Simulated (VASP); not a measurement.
# LiF: relaxation of cell and atoms with PBE

Crystal: LiF.

```
Li F
1.0
     0.00000    2.01400    2.01400
     2.01400    0.00000    2.01400
     2.01400    2.01400    0.00000
Li F
1 1
Cartesian
  0.0000 0.0000 0.0000
  2.0140 2.0140 2.0140
```

```json
{
 "Program": "VASP 6.6.1",
 "Task": "relaxation of cell and atoms",
 "Functional": "PBE",
 "Potentials or basis": "VASP PAW PBE potentials, release 64 (Li_sv, F)",
 "Cutoff": "750 eV",
 "k mesh": "10 × 10 × 10",
 "Occupations": "gaussian, width 0.1 eV",
 "Spin": "no spin polarisation",
 "Target pressure": "20 GPa",
 "Dipole correction": "no",
 "Further INCAR settings": "ALGO = Normal; EDIFF = 1e-07; IBRION = 2; EDIFFG = -0.03; NSW = 60; ISIF = 3"
}
```

```
Relaxed volume                                             : 6.91 Å³/atom
Relaxed cell                                               : a = 2.693 Å, b = 2.693 Å, c = 2.693 Å, α = 60.00°, β = 60.00°, γ = 60.00°
Space group after relaxing (to 0.1 Å)                      : Fm-3m (No. 225)
Energy change on relaxing (the run minimises the enthalpy) : +73.7 meV/atom
Ionic steps                                                : 3
Pressure after relaxing                                    : 19.7 GPa
Band gap on the k mesh                                     : 10.73 eV
```

The path:
| step | energy change (eV) | largest force (eV/Å) | pressure (GPa) | volume (Å³) |
| --- | --- | --- | --- | --- |
| 1 | 0.0000 | 0.0000 | 1.40 | 16.34 |
| 2 | 0.1049 | 0.0000 | 15.90 | 14.20 |
| 3 | 0.1474 | 0.0000 | 19.74 | 13.81 |

Final structure:
```
CELL_PARAMETERS angstrom
0.00000 1.90441 1.90441
1.90441 0.00000 1.90441
1.90441 1.90441 0.00000
ATOMIC_POSITIONS crystal
Li 0.00000 0.00000 0.00000
F 0.50000 0.50000 0.50000
```

Levels at points of the mesh, in eV from the valence-band top:
| k point | band 1 | band 2 | band 3 | band 4 | band 5 | band 6 | band 7 | band 8 | band 9 |
| --- | --- | --- | --- | --- | --- | --- | --- | --- | --- |
| (0.00, 0.00, 0.00) | -40.62 | -20.48 | 0.00 | 0.00 | 0.00 | 10.73 | 26.02 | 26.02 | 26.03 |
| (0.50, 0.00, 0.00) | -40.50 | -19.92 | -3.07 | -0.29 | -0.29 | 11.71 | 18.84 | 20.26 | 20.26 |
| (0.50, 0.50, 0.00) | -40.47 | -19.50 | -3.80 | -1.28 | -1.28 | 16.50 | 17.25 | 19.59 | 22.33 |

Wall time 42 s on 1 thread of Intel(R) Xeon(R) Platinum 8259CL CPU @ 2.50GHz (Skylake/Cascade Lake), on a shared host, peak memory 0.15 GiB.

Caveat: the cell is relaxed towards a set pressure, so the run minimises the enthalpy, not the energy; the volume moved by over 15 % at a fixed basis, so the end points are rough. A k mesh can miss the band edges.
